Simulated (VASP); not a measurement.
# Zr2Sb3Ir (P-4m2) in VASP: relaxation of the atoms with PBEsol

Aim: the relaxation of the atoms of Zr2Sb3Ir with PBEsol.

Program: VASP 6.6.1. These are calculated values, not measurements. Logs are shortened: lines on timing, memory, paths and dates and some standing lists are left out, and cuts for length are marked.

## (1) The cell of the first run

It takes space group P-4m2 (No. 115, tetragonal). Conventional cell: a = 3.919 Å, b = 3.919 Å, c = 8.589 Å, α = 90.00°, β = 90.00°, γ = 90.00°. Within 4.0 Å of Sb (site symmetry -4m2) lie 4 Ir at 2.77 Å and 4 Zr at 3.01 Å and 8 Sb at 3.82 to 3.92 Å. Within 4.0 Å of Sb (site symmetry 2mm) lie 5 Zr at 2.94 to 3.02 Å and 10 Sb at 3.43 to 3.92 Å and 2 Ir at 3.82 Å. Within 4.0 Å of Ir (site symmetry -4m2) lie 8 Sb at 2.77 to 3.82 Å and 4 Zr at 3.01 Å and 4 Ir at 3.92 Å. Zr (site symmetry 2mm) has 7 Sb at 2.94 to 3.02 Å and 2 Ir at 3.01 Å and 4 Zr at 3.92 Å within 4.0 Å.

## (2) Relaxation of the atoms, PBEsol

Input file INCAR:

```
PREC = Accurate ; ENCUT = 450
EDIFF = 1E-7 ; ISMEAR = -1
SIGMA = 0.0912 ; LREAL = False
LASPH = True ; NELM = 120
ALGO = Normal ; ISIF = 2
LWAVE = False ; LCHARG = False
GGA = PS ; IBRION = 2
NSW = 60 ; EDIFFG = -0.01
GGA_COMPAT = False ; NELMIN = 4
KPAR = 4
```

Input file KPOINTS:

```
Automatic mesh
0
Gamma
  9 9 4
```

Input file POSCAR:

```
Zr2Sb3Ir
1.0
    3.9188690000      0.0000000000      0.0000000000
    0.0000000000      3.9188690000      0.0000000000
    0.0000000000      0.0000000000      8.5887150000
Sb Ir Zr
3 1 2
Direct
    0.5000000000      0.5000000000      0.0000000000
    0.0000000000      0.5000000000      0.3820000000
    0.5000000000      0.0000000000      0.6180000000
    0.0000000000      0.0000000000      0.0000000000
    0.0000000000      0.5000000000      0.7340000000
    0.5000000000      0.0000000000      0.2660000000
```

Potentials or basis: VASP PAW PBE potentials, release 64 (Sb, Ir, Zr_sv).

The run is started by

```sh
$ cat potpaw_PBE.64/Sb/POTCAR potpaw_PBE.64/Ir/POTCAR potpaw_PBE.64/Zr_sv/POTCAR > POTCAR
$ mpirun -np 4 vasp_std > vasp.out
```

OUTCAR:

```text
PREC = Accurate
   ENCUT = 450
   EDIFF = 1E-7
   ISMEAR = -1
   LREAL = False
   LASPH = True
   NELM = 120
   ISIF = 2
   GGA = PS
   IBRION = 2
   NSW = 60
   EDIFFG = -0.01
   NELMIN = 4

 ion  position               nearest neighbor table
   1  0.500  0.500  0.000-   4 2.77   4 2.77   4 2.77   4 2.77   6 3.01   6 3.01   5 3.01   5 3.01

   2  0.000  0.500  0.382-   6 2.94   6 2.94   6 2.94   6 2.94   5 3.02   3 3.43   3 3.43   3 3.43
                             3 3.43
   3  0.500  0.000  0.618-   5 2.94   5 2.94   5 2.94   5 2.94   6 3.02   2 3.43   2 3.43   2 3.43
                             2 3.43
   4  0.000  0.000  0.000-   1 2.77   1 2.77   1 2.77   1 2.77   5 3.01   6 3.01   6 3.01   5 3.01

   5  0.000  0.500  0.734-   3 2.94   3 2.94   3 2.94   3 2.94   4 3.01   1 3.01   4 3.01   1 3.01
                             2 3.02
   6  0.500  0.000  0.266-   2 2.94   2 2.94   2 2.94   2 2.94   1 3.01   4 3.01   4 3.01   1 3.01
                             3 3.02

  LATTYP: Found a simple tetragonal cell.
 ALAT       =     3.9188690000
 C/A-ratio  =     2.1916310548

  Lattice vectors:

 A1 = (   3.9188690000,   0.0000000000,   0.0000000000)
 A2 = (   0.0000000000,   3.9188690000,   0.0000000000)
 A3 = (   0.0000000000,   0.0000000000,   8.5887150000)

Analysis of symmetry for initial positions (statically):
=====================================================================
 Subroutine PRICEL returns:
 Original cell was already a primitive cell.

 Routine SETGRP: Setting up the symmetry group for a
 simple tetragonal supercell.

 Subroutine GETGRP returns: Found  8 space group operations
 (whereof  8 operations were pure point group operations)
 out of a pool of 16 trial point group operations.

The static configuration has the point symmetry D_2d.

Analysis of symmetry for dynamics (positions and initial velocities):
=====================================================================
 Subroutine PRICEL returns:
 Original cell was already a primitive cell.

 Routine SETGRP: Setting up the symmetry group for a
 simple tetragonal supercell.

 Subroutine GETGRP returns: Found  8 space group operations
 (whereof  8 operations were pure point group operations)
 out of a pool of 16 trial point group operations.

The dynamic configuration has the point symmetry D_2d.

 Subroutine INISYM returns: Found  8 space group operations
 (whereof  8 operations are pure point group operations),
[... 105 lines left out ...]
   LREAL  =      F    real-space projection
   EDIFFG = -.1E-01   stopping-criterion for IOM
   NSW    =     60    number of steps for IOM
   IBRION =      2    ionic relax: 0-MD 1-quasi-New 2-CG
   NFREE  =      1    steps in history (QN), initial steepest desc. (CG)
   ISIF   =      2    stress and relaxation
   ISYM   =      2    0-nonsym 1-usesym 2-fastsym
   POTIM  = 0.5000    time-step for ionic-motion
   TEBEG  =    0.0;   TEEND  =   0.0 temperature during run
   PSTRESS=    0.0 pullay stress
   NELECT =      48.0000    total number of electrons
   NUPDOWN=      -1.0000    fix difference up-down
   EMIN   =  10.00;   EMAX   =-10.00  energy-range for DOS
   EFERMI =   0.00;   METHOD = LEGACY
   ISMEAR =    -1;   SIGMA  =   0.09  broadening in eV -4-tet -1-fermi 0-gaus
   EFERMI_NEDOS =   21; number of points for ismear=-14 and -15
   IALGO  =     38    algorithm
   IMIX   =      4    mixing-type and parameters
     AMIX     =   0.40;   BMIX     =  1.00
     AMIX_MAG =   1.60;   BMIX_MAG =  1.00
  volume/ion in A,a.u.               =      21.98       148.35
  Fermi-wavevector in a.u.,A,eV,Ry     =   1.168796  2.208704 18.586699  1.366084
  Thomas-Fermi vector in A             =   2.305278
   LORBIT       =      0    0 simple, 1 ext, 2 COOP (PROOUT), +10 PAW based schemes
   GGA     = PS    functional components
   LHFCALC =     F    Hartree Fock is set to
   AEXX    =    0.0000 exact exchange contribution
   IVDW    =     0    specifies the selected vdW correction
   LEPSILON=     F    determine dielectric tensor
   LRPA    =     F    only Hartree local field effects (RPA)
 conjugate gradient relaxation of ions
 non-spin polarized calculation
  energy-cutoff  :      450.00
  volume of cell :      131.90
 maximum number of plane-waves:      2894
 NGX is ok and might be reduce to    28
   NGX = 13   NGY = 13   NGZ = 29

--------------------------------------- Ionic step        1  -------------------------------------------

 number of electron      48.0000004 magnetization

 Free energy of the ion-electron system (eV)
  ---------------------------------------------------
  ext. energy  EPLUGINS =         0.00000000
  ---------------------------------------------------
  free energy    TOTEN  =       -44.80715865 eV

  energy without entropy =      -44.70252513  energy(sigma->0) =      -44.75484189

------------------------ aborting loop because EDIFF is reached ----------------------------------------

  FORCE on cell =-STRESS in cart. coord.  units (eV):
  Direction    XX          YY          ZZ          XY          YZ          ZX
  --------------------------------------------------------------------------------------
  -------------------------------------------------------------------------------------
  Total       -2.2551652     -2.2551652     -2.1857899      0.0000000      0.0000000      0.0000000
  in kB      -27.3929785    -27.3929785    -26.5502924      0.0000000      0.0000000      0.0000000
  external PRESSURE =     -27.1120832 kB  Pullay stress =       0.0000000 kB
[... 267 lines left out ...]
--------------------------------------- Ionic step        8  -------------------------------------------

 number of electron      48.0000004 magnetization

 Free energy of the ion-electron system (eV)
  ---------------------------------------------------
  ext. energy  EPLUGINS =         0.00000000
  ---------------------------------------------------
  free energy    TOTEN  =       -44.98511625 eV

  energy without entropy =      -44.88825371  energy(sigma->0) =      -44.93668498

 E-fermi :   9.1621     XC(G=0): -11.2978

 val. band max:        9.1574078424   @ k =   0.1111   0.1111   0.0000
 cond. band min:       9.1662620450   @ k =   0.1111   0.1111   0.2500
 fundamental gap:      0.0088542026
 Fermi energy:         9.1621362767

 k-point     1 :       0.0000    0.0000    0.0000
  band No.  band energies     occupation
      1     -39.6577      2.00000
      2     -39.6567      2.00000
      3     -17.8396      2.00000
      4     -17.8103      2.00000
      5     -17.7173      2.00000
      6     -17.7173      2.00000
[... 733 lines left out ...]
     27      10.9201      0.00000
     28      11.5822      0.00000

 [... further k-points ...]
[... 5 lines left out ...]
  --------------------------------------------------------------------------------------
  -------------------------------------------------------------------------------------
  Total       -1.7336043     -1.7336043     -1.6023051      0.0000000      0.0000000      0.0000000
  in kB      -21.0576971    -21.0576971    -19.4628351      0.0000000      0.0000000      0.0000000
  external PRESSURE =     -20.5260764 kB  Pullay stress =       0.0000000 kB
[... 21 lines left out ...]
  FREE ENERGIE OF THE ION-ELECTRON SYSTEM (eV)
  ---------------------------------------------------
  free  energy   TOTEN  =       -44.9851162484 eV

  energy  without entropy=      -44.8882537073  energy(sigma->0) =      -44.93668498

 reached required accuracy - stopping structural energy minimisation
```

OSZICAR:

```text
N       E                     dE             d eps       ncg     rms          rms(c)
DAV:   1     0.427393600355E+03    0.42739E+03   -0.19646E+04  2544   0.139E+03
DAV:   2    -0.115254609425E+01   -0.42855E+03   -0.41593E+03  2672   0.411E+02
DAV:   3    -0.428210855164E+02   -0.41669E+02   -0.39957E+02  3984   0.108E+02
DAV:   4    -0.463139656445E+02   -0.34929E+01   -0.34481E+01  3876   0.276E+01
[... 73 lines left out ...]
DAV:   2    -0.449851095160E+02   -0.38562E-03   -0.40980E-03  2848   0.497E-01    0.285E-02
DAV:   3    -0.449851168281E+02   -0.73121E-05   -0.15597E-04  4100   0.708E-02    0.198E-02
DAV:   4    -0.449851162118E+02    0.61629E-06   -0.63911E-06  3240   0.176E-02    0.856E-03
DAV:   5    -0.449851162435E+02   -0.31628E-07   -0.12151E-06  3376   0.913E-03    0.297E-03
DAV:   6    -0.449851162484E+02   -0.49095E-08   -0.73727E-07  3648   0.661E-03
   8 F= -.44985116E+02 E0= -.44936685E+02  d E =-.192456E-03
```

CONTCAR:

```text
Zr2Sb3Ir
   1.00000000000000
     3.9188689999999999    0.0000000000000000    0.0000000000000000
     0.0000000000000000    3.9188689999999999    0.0000000000000000
     0.0000000000000000    0.0000000000000000    8.5887150000000005
  Sb              Ir              Zr
     3     1     2
Direct
     0.5000000000000000    0.5000000000000000    1.0000000000000000
     1.0000000000000000    0.5000000000000000    0.3840459172819593
     0.5000000000000000    0.0000000000000000    0.6159540827180405
     0.0000000000000000    0.0000000000000000    1.0000000000000000
     1.0000000000000000    0.5000000000000000    0.7506214373465679
     0.5000000000000000    0.0000000000000000    0.2493785626534321

  0.00000000E+00  0.00000000E+00  0.00000000E+00
  0.00000000E+00  0.00000000E+00  0.00000000E+00
  0.00000000E+00  0.00000000E+00  0.00000000E+00
  0.00000000E+00  0.00000000E+00  0.00000000E+00
  0.00000000E+00  0.00000000E+00  0.00000000E+00
  0.00000000E+00  0.00000000E+00  0.00000000E+00
```

Run time: 3.5 min. Hardware: 4 MPI ranks of Intel Xeon Platinum 8375C at 2.90GHz (Ice Lake), shared host; peak memory 0.3 GiB.

Results:

```yaml
Free_energy: -44.9851 eV
Energy_gained_by_relaxing: 29.7 meV/atom
Ionic_steps: 8
Pressure_after_relaxing: -2.1 GPa
Largest_force_after_relaxing: 0.007 eV/Å
Band_gap_on_the_k_mesh: zero (bands 24 and 25 overlap by 1.34 eV)
```

Forces on the atoms (eV/Å):
```
Sb   0.000  0.000  0.000
Sb   0.000  0.000 -0.001
Sb   0.000  0.000  0.001
Ir   0.000  0.000  0.000
Zr   0.000  0.000 -0.007
Zr   0.000  0.000  0.007
```

The path:
```tsv
step	energy change (eV)	largest force (eV/Å)	pressure (GPa)
1	0.0000	1.2009	-2.71
2	-0.1126	0.7371	-2.60
3	-0.1734	0.1533	-1.87
4	-0.1742	0.1460	-1.98
5	-0.1741	0.1482	-1.95
6	-0.1763	0.0977	-1.97
7	-0.1778	0.0443	-2.01
8	-0.1780	0.0068	-2.05
```

Final structure:
```
Sb Ir Zr
1.0
     3.91887    0.00000    0.00000
     0.00000    3.91887    0.00000
     0.00000    0.00000    8.58872
Sb Ir Zr
3 1 2
Direct
  0.50000 0.50000 0.00000
  0.00000 0.50000 0.38405
  0.50000 0.00000 0.61595
  0.00000 0.00000 0.00000
  0.00000 0.50000 0.75062
  0.50000 0.00000 0.24938
```

Levels at points of the mesh, in eV from the Fermi level:
```csv
k point,band 22,band 23,band 24,band 25,band 26,band 27
"(0.00, 0.00, 0.00)",-1.03,-0.89,-0.21,0.94,0.94,1.07
"(0.00, 0.00, 0.50)",-1.23,-0.88,-0.08,0.29,1.14,1.14
```

Caveat: the PAW data sets were made with another functional, which shifts forces and pressure a little; spin-orbit coupling is left out, which moves the levels of the heavy elements.
